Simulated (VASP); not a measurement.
A run of VASP 6.6.1 is set up as follows.

Contents of INCAR:

```
PREC     = Accurate       # precision mode
ENCUT    = 520            # plane-wave cutoff, eV
EDIFF    = 1E-6           # SCF threshold, eV
ISMEAR   = 0              # smearing method
SIGMA    = 0.020999999999999998 # smearing width, eV
LREAL    = F              # projectors in reciprocal space
LASPH    = T              # aspherical terms in the spheres
NELM     = 80             # most SCF steps
ALGO     = Fast           # electronic algorithm
ISIF     = 2              # what is computed and relaxed
LWAVE    = F              # write WAVECAR
LCHARG   = F              # write CHGCAR
GGA      = PE             # functional
NBANDS   = 12             # bands
```

KPOINTS

```
Automatic mesh
0
Gamma
  10 10 10
```

Contents of POSCAR:

```
Ga
1.0
    2.7164800000      0.0000000000      0.0000000000
    0.0000000000      2.7164800000      0.0000000000
    0.0000000000      0.0000000000      2.7164800000
Ga
1
Direct
    0.0000000000      0.0000000000      0.0000000000
```

Potentials or basis: VASP PAW PBE potentials, release 64 (Ga_d).

Run with:

```sh
$ cat potpaw_PBE.64/Ga_d/POTCAR > POTCAR
$ mpirun -np 1 vasp_std > vasp.out
```

Task: Predict the pressure.

Result: 0.6 GPa.
